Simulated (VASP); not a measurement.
# As in VASP: further runs

Runs on As. Level: PBE. Tasks: single point.

Program: VASP 6.6.1. These are calculated values, not measurements. Logs are shortened: lines on timing, memory, paths and dates and some standing lists are left out, and cuts for length are marked.

## Step 1: The cell of the first run

The cell holds a slab with vacuum, 2 atoms: a = 3.381 Å, b = 3.381 Å, c = 28.000 Å, α = 90.00°, β = 90.00°, γ = 120.00°.

## Step 2: Single point, PBE

Contents of INCAR:

```
SYSTEM = As
ALGO = Normal
DIPOL = 0.5 0.5 0.500
EDIFF = 1E-6
ENCUT = 400
GGA = PE
GGA_COMPAT = .False.
IDIPOL = 3
ISIF = 2
ISMEAR = 0
LASPH = .True.
LCHARG = .False.
LDIPOL = .True.
LREAL = .False.
LWAVE = .False.
NBANDS = 22
NELM = 120
NELMDL = -8
PREC = Accurate
SIGMA = 0.02
```

Contents of KPOINTS:

```
k-points
0
Gamma
  9 9 1
  0 0 0
```

Contents of POSCAR:

```
As
1.0
    3.3810000000      0.0000000000      0.0000000000
   -1.6905000000      2.9280318902      0.0000000000
    0.0000000000      0.0000000000     28.0000000000
As
2
Direct
    0.3333333333      0.6666666667      0.5319285714
    0.6666666667      0.3333333333      0.4680714286
```

Potentials or basis: VASP PAW PBE potentials, release 64 (As_d).

Started as:

```sh
cat potpaw_PBE.64/As_d/POTCAR > POTCAR
mpirun -np 1 vasp_std > vasp.out
```

OUTCAR:

```text
SYSTEM = As
   EDIFF = 1E-6
   ENCUT = 400
   GGA = PE
   ISIF = 2
   ISMEAR = 0
   LASPH = .True.
   LREAL = .False.
   NELM = 120
   NELMDL = -8
   PREC = Accurate

 ion  position               nearest neighbor table
   1  0.333  0.667  0.532-   2 2.65   2 2.65   2 2.65
   2  0.667  0.333  0.468-   1 2.65   1 2.65   1 2.65

  LATTYP: Found a hexagonal cell.
 ALAT       =     3.3810000000
 C/A-ratio  =     8.2815734990

  Lattice vectors:

 A1 = (   3.3810000000,   0.0000000000,   0.0000000000)
 A2 = (  -1.6905000000,   2.9280318902,   0.0000000000)
 A3 = (   0.0000000000,   0.0000000000,  28.0000000000)

Analysis of symmetry for initial positions (statically):
=====================================================================
 Subroutine PRICEL returns:
 Original cell was already a primitive cell.

 Routine SETGRP: Setting up the symmetry group for a
 hexagonal supercell.

 Subroutine GETGRP returns: Found 12 space group operations
 (whereof 12 operations were pure point group operations)
 out of a pool of 24 trial point group operations.

The static configuration has the point symmetry D_3d.

Analysis of symmetry for dynamics (positions and initial velocities):
=====================================================================
 Subroutine PRICEL returns:
 Original cell was already a primitive cell.

 Routine SETGRP: Setting up the symmetry group for a
 hexagonal supercell.

 Subroutine GETGRP returns: Found 12 space group operations
 (whereof 12 operations were pure point group operations)
 out of a pool of 24 trial point group operations.

The dynamic configuration has the point symmetry D_3d.

 Subroutine INISYM returns: Found 12 space group operations
 (whereof 12 operations are pure point group operations),
 and found     1 'primitive' translations

----------------------------------------------------------------------------------------

                                     Primitive cell

  volume of cell :     277.1909

  direct lattice vectors                    reciprocal lattice vectors
     3.381000000  0.000000000  0.000000000     0.295770482  0.170763167  0.000000000
    -1.690500000  2.928031890  0.000000000     0.000000000  0.341526335  0.000000000
     0.000000000  0.000000000 28.000000000     0.000000000  0.000000000  0.035714286

  length of vectors
     3.381000000  3.381000000 28.000000000     0.341526335  0.341526335  0.035714286

  position of ions in fractional coordinates (direct lattice)
     0.333333333  0.666666667  0.531928571
     0.666666667  0.333333333  0.468071429

  ion indices of the primitive-cell ions
   primitive index   ion index
                 1           1
                 2           2

----------------------------------------------------------------------------------------

 KPOINTS: k-points

Automatic generation of k-mesh.
 Grid dimensions read from file:
 generate k-points for:    9    9    1

 Generating k-lattice:

  Cartesian coordinates                     Fractional coordinates (reciprocal lattice)
     0.032863387  0.018973685  0.000000000     0.111111111 -0.000000000  0.000000000
     0.000000000  0.037947371  0.000000000     0.000000000  0.111111111  0.000000000
     0.000000000  0.000000000  0.035714286     0.000000000  0.000000000  1.000000000

  Length of vectors
     0.037947371  0.037947371  0.035714286

  Shift w.r.t. Gamma in fractional coordinates (k-lattice)
     0.000000000  0.000000000  0.000000000

 Subroutine IBZKPT returns following result:
 ===========================================

 Found     12 irreducible k-points:

 Following reciprocal coordinates:
            Coordinates               Weight
  0.000000  0.000000  0.000000      1.000000
  0.111111 -0.000000  0.000000      6.000000
  0.222222 -0.000000  0.000000      6.000000
  0.333333  0.000000  0.000000      6.000000
  0.444444 -0.000000  0.000000      6.000000
  0.111111  0.111111  0.000000      6.000000
  0.222222  0.111111  0.000000     12.000000
  0.333333  0.111111  0.000000     12.000000
  0.444444  0.111111  0.000000      6.000000
  0.222222  0.222222  0.000000      6.000000
  0.333333  0.222222  0.000000     12.000000
  0.333333  0.333333  0.000000      2.000000
   k-points           NKPTS =     12   k-points in BZ     NKDIM =     12   number of bands    NBANDS=     22
   number of dos      NEDOS =    301   number of ions     NIONS =      2
   total plane-waves  NPLWV = 110592
   dimension x,y,z NGX =    24 NGY =   24 NGZ =  192
   dimension x,y,z NGXF=    48 NGYF=   48 NGZF=  384
   ions per type =               2
   NGX,Y,Z   is equivalent  to a cutoff of  11.80, 11.80, 11.40 a.u.
   NGXF,Y,Z  is equivalent  to a cutoff of  23.60, 23.60, 22.80 a.u.
 SYSTEM =  As
   PREC   = accura    normal or accurate (medium, high low for compatibility)
   ISTART =      0    job   : 0-new  1-cont  2-samecut
   ICHARG =      2    charge: 1-file 2-atom 10-const
   ISPIN  =      1    spin polarized calculation?
   LNONCOLLINEAR =      F non collinear calculations
   LSORBIT =      F    spin-orbit coupling
   LASPH  =      T    aspherical Exc in radial PAW
   ENCUT  =  400.0 eV  29.40 Ry    5.42 a.u.   5.51  5.51 45.66*2*pi/ulx,y,z
   NELM   =    120;   NELMIN=  2; NELMDL= -8     # of ELM steps
   EDIFF  = 0.1E-05   stopping-criterion for ELM
   LREAL  =      F    real-space projection
   EDIFFG = 0.1E-04   stopping-criterion for IOM
   NSW    =      0    number of steps for IOM
   IBRION =     -1    ionic relax: 0-MD 1-quasi-New 2-CG
   NFREE  =      0    steps in history (QN), initial steepest desc. (CG)
   ISIF   =      2    stress and relaxation
   ISYM   =      2    0-nonsym 1-usesym 2-fastsym
   POTIM  = 0.5000    time-step for ionic-motion
   TEBEG  =    0.0;   TEEND  =   0.0 temperature during run
   PSTRESS=    0.0 pullay stress
   NELECT =      30.0000    total number of electrons
   NUPDOWN=      -1.0000    fix difference up-down
   EMIN   =  10.00;   EMAX   =-10.00  energy-range for DOS
   EFERMI =   0.00;   METHOD = LEGACY
   ISMEAR =     0;   SIGMA  =   0.02  broadening in eV -4-tet -1-fermi 0-gaus
   EFERMI_NEDOS =   21; number of points for ismear=-14 and -15
   IALGO  =     38    algorithm
   IMIX   =      4    mixing-type and parameters
     AMIX     =   0.40;   BMIX     =  1.00
     AMIX_MAG =   1.60;   BMIX_MAG =  1.00
  volume/ion in A,a.u.               =     138.60       935.29
  Fermi-wavevector in a.u.,A,eV,Ry     =   0.780169  1.474306  8.281381  0.608664
  Thomas-Fermi vector in A             =   1.883425
   LORBIT       =      0    0 simple, 1 ext, 2 COOP (PROOUT), +10 PAW based schemes
   GGA     = PE    functional components
   LHFCALC =     F    Hartree Fock is set to
   AEXX    =    0.0000 exact exchange contribution
   IVDW    =     0    specifies the selected vdW correction
   LEPSILON=     F    determine dielectric tensor
   LRPA    =     F    only Hartree local field effects (RPA)
 non-spin polarized calculation
 Gauss-broadening in eV      SIGMA  =   0.02
  energy-cutoff  :      400.00
  volume of cell :      277.19
 maximum number of plane-waves:      5107
 NGX is ok and might be reduce to    24
   NGX = 11   NGY = 11   NGZ = 91

 number of electron      30.0000035 magnetization

 dipolmoment           0.000000      0.000000      0.000000 electrons x Angstroem

 Free energy of the ion-electron system (eV)
  ---------------------------------------------------
  ext. energy  EPLUGINS =         0.00000000
  ---------------------------------------------------
  free energy    TOTEN  =        -8.63738859 eV

  energy without entropy =       -8.63738859  energy(sigma->0) =       -8.63738859

 E-fermi :  -2.6729     XC(G=0):  -2.1925

 val. band max:       -2.7905771307   @ k =   0.3333   0.0000   0.0000
 cond. band min:      -2.5785401713   @ k =   0.3333   0.2222   0.0000
 fundamental gap:      0.2120369594
 Fermi energy:        -2.6729348417

 k-point     1 :       0.0000    0.0000    0.0000
  band No.  band energies     occupation
      1     -38.9479      2.00000
      2     -38.9479      2.00000
      3     -38.9261      2.00000
      4     -38.9261      2.00000
      5     -38.9147      2.00000
      6     -38.8936      2.00000
[... 14 lines left out ...]
     21       1.3031      0.00000
     22       1.7614      0.00000

 k-point     2 :       0.1111   -0.0000    0.0000
  band No.  band energies     occupation
      1     -38.9473      2.00000
      2     -38.9467      2.00000
      3     -38.9262      2.00000
      4     -38.9244      2.00000
      5     -38.9125      2.00000
      6     -38.8942      2.00000
[... 14 lines left out ...]
     21       1.5264      0.00000
     22       2.0774      0.00000

 k-point     3 :       0.2222   -0.0000    0.0000
  band No.  band energies     occupation
      1     -38.9460      2.00000
      2     -38.9433      2.00000
      3     -38.9265      2.00000
      4     -38.9196      2.00000
      5     -38.9066      2.00000
      6     -38.8959      2.00000
[... 14 lines left out ...]
     21       2.1655      0.00000
     22       2.4992      0.00000

 k-point     4 :       0.3333    0.0000    0.0000
  band No.  band energies     occupation
      1     -38.9447      2.00000
      2     -38.9382      2.00000
      3     -38.9261      2.00000
      4     -38.9133      2.00000
      5     -38.9027      2.00000
      6     -38.8981      2.00000
[... 14 lines left out ...]
     21       3.1313      0.00000
     22       3.3718      0.00000

 k-point     5 :       0.4444   -0.0000    0.0000
  band No.  band energies     occupation
      1     -38.9439      2.00000
      2     -38.9349      2.00000
      3     -38.9220      2.00000
      4     -38.9102      2.00000
      5     -38.9073      2.00000
      6     -38.9012      2.00000
[... 117 lines left out ...]
 k-point    10 :       0.2222    0.2222    0.0000
  band No.  band energies     occupation
      1     -38.9451      2.00000
      2     -38.9335      2.00000
      3     -38.9239      2.00000
      4     -38.9133      2.00000
      5     -38.9048      2.00000
      6     -38.8976      2.00000
[... 14 lines left out ...]
     21       3.8786      0.00000
     22       4.1222      0.00000

 k-point    11 :       0.3333    0.2222    0.0000
  band No.  band energies     occupation
      1     -38.9451      2.00000
      2     -38.9281      2.00000
      3     -38.9205      2.00000
      4     -38.9126      2.00000
      5     -38.9076      2.00000
      6     -38.8997      2.00000
[... 14 lines left out ...]
     21       5.2145      0.00000
     22       5.2805      0.00000

 k-point    12 :       0.3333    0.3333    0.0000
  band No.  band energies     occupation
      1     -38.9454      2.00000
      2     -38.9206      2.00000
      3     -38.9206      2.00000
      4     -38.9183      2.00000
      5     -38.9021      2.00000
      6     -38.9021      2.00000
[... 14 lines left out ...]
     21       5.6218      0.00000
     22       6.0553      0.00000

------------------------ aborting loop because EDIFF is reached ----------------------------------------

 vacuum level on the upper side and lower side of the slab       (xc-potential included)        -0.006        -0.006

  FORCE on cell =-STRESS in cart. coord.  units (eV):
  Direction    XX          YY          ZZ          XY          YZ          ZX
  --------------------------------------------------------------------------------------
  -------------------------------------------------------------------------------------
  Total        0.3753287      0.3753287     -4.6061554      0.0000000      0.0000000     -0.0000000
  in kB        2.1694188      2.1694188    -26.6238073      0.0000000      0.0000000     -0.0000000
  external PRESSURE =      -7.4283232 kB  Pullay stress =       0.0000000 kB

 VOLUME and BASIS-vectors are now :
 -----------------------------------------------------------------------------
  energy-cutoff  :      400.00
  volume of cell :      277.19
      direct lattice vectors                 reciprocal lattice vectors
     3.381000000  0.000000000  0.000000000     0.295770482  0.170763167  0.000000000
    -1.690500000  2.928031890  0.000000000     0.000000000  0.341526335  0.000000000
     0.000000000  0.000000000 28.000000000     0.000000000  0.000000000  0.035714286

 POSITION                                       TOTAL-FORCE (eV/Angst)
 -----------------------------------------------------------------------------------
     -0.00000      1.95202     14.89400        -0.000000      0.000000     -2.536273
      1.69050      0.97601     13.10600         0.000000     -0.000000      2.536273
 -----------------------------------------------------------------------------------
    total drift:                                0.000000      0.000000      0.000000

  FREE ENERGIE OF THE ION-ELECTRON SYSTEM (eV)
  ---------------------------------------------------
  free  energy   TOTEN  =        -8.6373885912 eV

  energy  without entropy=       -8.6373885912  energy(sigma->0) =       -8.63738859

 vacuum level on the upper side and lower side of the slab         1.193         1.193
```

Run time: 50 s. Hardware: 1 thread of AMD EPYC 9R45 (Zen 5), shared host; peak memory 0.28 GiB.

What came out:

```
Free energy            : -8.6374 eV
Largest force          : 2.536 eV/Å
Band gap on the k mesh : zero (bands 15 and 16 overlap by 1.30 eV)
```

Forces on the atoms (eV/Å):
```
As   0.000  0.000 -2.536
As   0.000  0.000  2.536
```

(Part 1 of 2 ends here.)

The gap in the log of VASP goes by the Fermi energy; the results here count the filled bands.